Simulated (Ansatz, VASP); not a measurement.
PtSe2: VASP beside Ansatz

```
Se Pt
1.0
     3.55859    0.00000    0.00000
    -1.77930    3.08183    0.00000
     0.00000    0.00000   31.12162
Se Pt
2 1
Direct
  0.66667 0.33333 0.45463
  0.33333 0.66667 0.54537
  0.00000 0.00000 0.50000
```

Change from the starting cell: biaxial strain -0.040, atoms relaxed.

Alike in both runs: functional PBE; dispersion D3(BJ); k mesh 12 × 12 × 1; occupations gaussian, width 0.02 eV; no spin polarisation.

Ansatz relaxed the structure, and its values are those at the end. VASP's run is a single point on that final structure, the one shown.

|  | VASP | Ansatz |
| --- | --- | --- |
| version | VASP 6.6.1 | Ansatz 0.2.0 |
| potentials or method | VASP PAW PBE potentials, release 64 (Se, Pt), cutoff 520 eV | scalar-relativistic, plane waves, PAW |
| valence electrons in the cell | 22 | 50 |

```csv
,VASP,Ansatz,Ansatz less VASP
gap on the k mesh at the Fermi level (eV),1.01,1.02,+0.008
least direct gap on the mesh (eV),1.44,1.45,+0.005
```

VASP's potentials hold 22 valence electrons a cell and Ansatz's 50, so a difference there can come from the potentials and not from the codes. Ansatz's warnings: stress scf threshold loose, xc potential rough in thin density.

Spin-orbit coupling is off throughout.
